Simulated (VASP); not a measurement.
# Ba in VASP: single point with PBE

Aim: the single point of Ba with PBE.

Everything below comes from runs of VASP 6.6.1. Logs are shortened: lines on timing, memory, paths and dates and some standing lists are left out, and cuts for length are marked.

**1. The cell of the first run**

The cell holds a slab with vacuum, 4 atoms: a = 4.330 Å, b = 4.330 Å, c = 28.607 Å, α = 90.00°, β = 90.00°, γ = 109.47°.

**2. Single point, PBE**

The input, INCAR:

```
SYSTEM = Ba
PREC = Accurate ; ENCUT = 520
EDIFF = 1E-7 ; ISMEAR = 0
SIGMA = 0.1 ; LREAL = .FALSE.
LASPH = .TRUE. ; NELM = 60
ALGO = Fast ; ISIF = 2
LWAVE = .FALSE. ; LCHARG = .FALSE.
LDIPOL = .TRUE. ; IDIPOL = 3
DIPOL = 0.5 0.5 0.500 ; GGA = PE
NBANDS = 28
```

The input, KPOINTS:

```
regular mesh
0
G
  6 6 1
  0 0 0
```

The input, POSCAR:

```
Ba
1.0
    4.3301270168     -0.0000000011      0.0000000000
   -1.4433756700      4.0824829034      0.0000000000
    0.0000000000      0.0000000000     28.6066018822
Ba
4
Direct
    0.5000000000      0.5000000000      0.3146126911
    0.0000000000      0.0000000000      0.4382042304
    0.5000000000      0.5000000000      0.5636862793
    0.0000000000      0.0000000000      0.6853078160
```

Potentials or basis: VASP PAW PBE potentials, release 64 (Ba_sv).

On the command line:

```
$ cat potpaw_PBE.64/Ba_sv/POTCAR > POTCAR
$ mpirun -np 1 vasp_std > vasp.out
```

OUTCAR:

```text
SYSTEM = Ba
   PREC = Accurate
   ENCUT = 520
   EDIFF = 1E-7
   ISMEAR = 0
   LREAL = .FALSE.
   LASPH = .TRUE.
   NELM = 60
   ISIF = 2
   GGA = PE

 ion  position               nearest neighbor table
   1  0.500  0.500  0.315-   2 4.33   2 4.33
   2  0.000  0.000  0.438-   1 4.33   1 4.33   3 4.37   3 4.37
   3  0.500  0.500  0.564-   4 4.28   4 4.28   2 4.37   2 4.37
   4  0.000  0.000  0.685-   3 4.28   3 4.28

  LATTYP: Found a base centered orthorhombic cell.
 ALAT       =     4.9999999986
 B/A-ratio  =     1.4142135619
 C/A-ratio  =     5.7213203781

  Lattice vectors:

 A1 = (   4.3301270168,  -0.0000000011,   0.0000000000)
 A2 = (  -1.4433756700,   4.0824829034,   0.0000000000)
 A3 = (   0.0000000000,   0.0000000000,  28.6066018822)

Analysis of symmetry for initial positions (statically):
=====================================================================
 Subroutine PRICEL returns:
 Original cell was already a primitive cell.

 Routine SETGRP: Setting up the symmetry group for a
 base centered orthorhombic supercell.

 Subroutine GETGRP returns: Found  4 space group operations
 (whereof  4 operations were pure point group operations)
 out of a pool of  8 trial point group operations.

The static configuration has the point symmetry C_2v.

Analysis of symmetry for dynamics (positions and initial velocities):
=====================================================================
 Subroutine PRICEL returns:
 Original cell was already a primitive cell.

 Routine SETGRP: Setting up the symmetry group for a
 base centered orthorhombic supercell.

 Subroutine GETGRP returns: Found  4 space group operations
 (whereof  4 operations were pure point group operations)
 out of a pool of  8 trial point group operations.

The dynamic configuration has the point symmetry C_2v.

 Subroutine INISYM returns: Found  4 space group operations
 (whereof  4 operations are pure point group operations),
 and found     1 'primitive' translations

----------------------------------------------------------------------------------------

                                     Primitive cell

  volume of cell :     505.6981

  direct lattice vectors                    reciprocal lattice vectors
     4.330127017 -0.000000001  0.000000000     0.230940108  0.081649658  0.000000000
    -1.443375670  4.082482903  0.000000000     0.000000000  0.244948974  0.000000000
[... 84 lines left out ...]
   ISYM   =      2    0-nonsym 1-usesym 2-fastsym
   POTIM  = 0.5000    time-step for ionic-motion
   TEBEG  =    0.0;   TEEND  =   0.0 temperature during run
   PSTRESS=    0.0 pullay stress
   NELECT =      40.0000    total number of electrons
   NUPDOWN=      -1.0000    fix difference up-down
   EMIN   =  10.00;   EMAX   =-10.00  energy-range for DOS
   EFERMI =   0.00;   METHOD = LEGACY
   ISMEAR =     0;   SIGMA  =   0.10  broadening in eV -4-tet -1-fermi 0-gaus
   EFERMI_NEDOS =   21; number of points for ismear=-14 and -15
   IALGO  =     68    algorithm
   IMIX   =      4    mixing-type and parameters
     AMIX     =   0.40;   BMIX     =  1.00
     AMIX_MAG =   1.60;   BMIX_MAG =  1.00
  volume/ion in A,a.u.               =     126.42       853.15
  Fermi-wavevector in a.u.,A,eV,Ry     =   0.702745  1.327995  6.719244  0.493850
  Thomas-Fermi vector in A             =   1.787528
   LORBIT       =      0    0 simple, 1 ext, 2 COOP (PROOUT), +10 PAW based schemes
   GGA     = PE    functional components
   LHFCALC =     F    Hartree Fock is set to
   AEXX    =    0.0000 exact exchange contribution
   IVDW    =     0    specifies the selected vdW correction
   LEPSILON=     F    determine dielectric tensor
   LRPA    =     F    only Hartree local field effects (RPA)
 non-spin polarized calculation
 RMM-DIIS sequential band-by-band and
 Gauss-broadening in eV      SIGMA  =   0.10
  energy-cutoff  :      520.00
  volume of cell :      505.70
 maximum number of plane-waves:     13680
   NGX = 17   NGY = 17   NGZ =107

 dipolmoment           0.000000      0.000000      0.000131 electrons x Angstroem

 number of electron      39.9999996 magnetization

 dipolmoment           0.000000      0.000000     -0.000502 electrons x Angstroem

 Free energy of the ion-electron system (eV)
  ---------------------------------------------------
  ext. energy  EPLUGINS =         0.00000000
  ---------------------------------------------------
  free energy    TOTEN  =        -6.94523047 eV

  energy without entropy =       -6.91702048  energy(sigma->0) =       -6.93112548

 E-fermi :  -0.3033     XC(G=0):  -4.2334

 val. band max:       -0.3449504251   @ k =   0.3333   0.3333   0.0000
 cond. band min:      -0.2640329785   @ k =   0.5000   0.3333   0.0000
 fundamental gap:      0.0809174466
 Fermi energy:        -0.3033364527

 k-point     1 :       0.0000    0.0000    0.0000
  band No.  band energies     occupation
      1     -29.5255      2.00000
      2     -29.5083      2.00000
      3     -29.1518      2.00000
      4     -29.1226      2.00000
      5     -14.8134      2.00000
      6     -14.7980      2.00000
[... 392 lines left out ...]
     27       1.2528      0.00000
     28       1.6508      0.00000

------------------------ aborting loop because EDIFF is reached ----------------------------------------

 vacuum level on the upper side and lower side of the slab       (xc-potential included)        -0.104        -0.100

  FORCE on cell =-STRESS in cart. coord.  units (eV):
  Direction    XX          YY          ZZ          XY          YZ          ZX
  --------------------------------------------------------------------------------------
  -------------------------------------------------------------------------------------
  Total        0.2619755      0.1015099     -0.0786549     -0.2269326      0.0000000      0.0000000
  in kB        0.8300037      0.3216087     -0.2491984     -0.7189790      0.0000000      0.0000000
  external PRESSURE =       0.3008047 kB  Pullay stress =       0.0000000 kB

 VOLUME and BASIS-vectors are now :
 -----------------------------------------------------------------------------
  energy-cutoff  :      520.00
  volume of cell :      505.70
      direct lattice vectors                 reciprocal lattice vectors
     4.330127017 -0.000000001  0.000000000     0.230940108  0.081649658  0.000000000
    -1.443375670  4.082482903  0.000000000     0.000000000  0.244948974  0.000000000
     0.000000000  0.000000000 28.606601882     0.000000000  0.000000000  0.034956966

 POSITION                                       TOTAL-FORCE (eV/Angst)
 -----------------------------------------------------------------------------------
      1.44338      2.04124      9.00000        -0.000000      0.000000      0.035129
      0.00000      0.00000     12.53553         0.000000      0.000000     -0.041501
      1.44338      2.04124     16.12515        -0.000000      0.000000     -0.001428
      0.00000      0.00000     19.60433        -0.000000      0.000000      0.007800
 -----------------------------------------------------------------------------------
    total drift:                                0.000000      0.000000     -0.000044

  FREE ENERGIE OF THE ION-ELECTRON SYSTEM (eV)
  ---------------------------------------------------
  free  energy   TOTEN  =        -6.9452304742 eV

  energy  without entropy=       -6.9170204764  energy(sigma->0) =       -6.93112548

 vacuum level on the upper side and lower side of the slab         2.030         2.035
```

stdout:

```text
POSCAR found type information on POSCAR Ba
 POSCAR found :  1 types and       4 ions
 scaLAPACK will be used
 LDA part: xc-table for (Slater+PW92), standard interpolation
 POSCAR, INCAR and KPOINTS ok, starting setup
 FFT: planning ... GRIDC
 FFT: planning ... GRID_SOFT
 FFT: planning ... GRID
 WAVECAR not read
 entering main loop
WARNING in EDDRMM: call to ZHEGV failed, returncode =   6  3     17
WARNING in EDDRMM: call to ZHEGV failed, returncode =   6  3     18
 num prob WARNING in EDDRMM: call to ZHEGV failed, returncode =   6  3     21
 num prob  num prob  num prob  num prob  num prob  num prob RMM:  25    -0.694523012322E+01   -0.60905E-06   -0.58438E-07   600   0.103E-03    0.123E-04
 num prob  num prob  num prob  num prob  num prob  num prob  num prob  num prob  num prob  num prob RMM:  26    -0.694523039329E+01   -0.27006E-06   -0.35045E-07   548   0.843E-04    0.750E-05
 num prob  num prob  num prob  num prob  num prob  num prob  num prob  num prob  num prob  num prob RMM:  27    -0.694523047421E+01   -0.80924E-07   -0.14805E-07   528   0.717E-04
```

Wall time 11 min (1 thread of Oxide Virtual Turin-like, shared host); peak memory 0.53 GiB.

What came out:

```yaml
Free_energy: -6.9452 eV
Largest_force: 0.042 eV/Å
Band_gap_on_the_k_mesh: zero (bands 20 and 21 overlap by 0.54 eV)
```

Forces on the atoms (eV/Å):
```
Ba   0.000  0.000  0.035
Ba   0.000  0.000 -0.042
Ba   0.000  0.000 -0.001
Ba   0.000  0.000  0.008
```

Caveat: spin-orbit coupling is left out, which moves the levels of the heavy elements.

The gap in the log of VASP goes by the Fermi energy; the results here count the filled bands.